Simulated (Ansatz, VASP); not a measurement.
One calculation of Si, two programs

```xyz
2
Lattice="2.5147 0.0000 0.0000 0.0000 4.3033 0.0000 0.0000 0.0000 2.4245" Properties=species:S:1:pos:R:3 pbc="T T T"
Si    1.2574    2.1516    0.2350
Si    0.0000    0.0000    2.1895
```

Alike in both runs: task single point; functional PBE; k mesh 6 × 4 × 8; occupations gaussian, width 0.1 eV; no spin polarisation.

|  | VASP | Ansatz |
| --- | --- | --- |
| version | VASP 6.6.1 | Ansatz 0.2.0 |
| potentials or method | VASP PAW PBE potentials, release 64 (Si), cutoff 500 eV | scalar-relativistic, plane waves, PAW |
| valence electrons in the cell | 8 | 8 |

Ansatz gave:

- gap on the k mesh at the Fermi level (eV): none
- pressure (GPa): 17.5
- traceless stress, the component that is largest in VASP (GPa): -8.01
- rms of the force components (eV/Å): 0.209

**Question.** Estimate VASP's values.

**Answer.** gap on the k mesh at the Fermi level (eV): none; pressure (GPa): 17.4; traceless stress, the component that is largest in VASP (GPa): -8.02; rms of the force components (eV/Å): 0.210.

Atom by atom the forces differ by 0.001 eV/Å (rms over components). A gap of «none» marks a metal or a gap that the smearing closes. The functional is the same, so the differences come from potentials, cutoffs and numerics.

The k mesh is coarse, so the values compare programs but aren't converged.
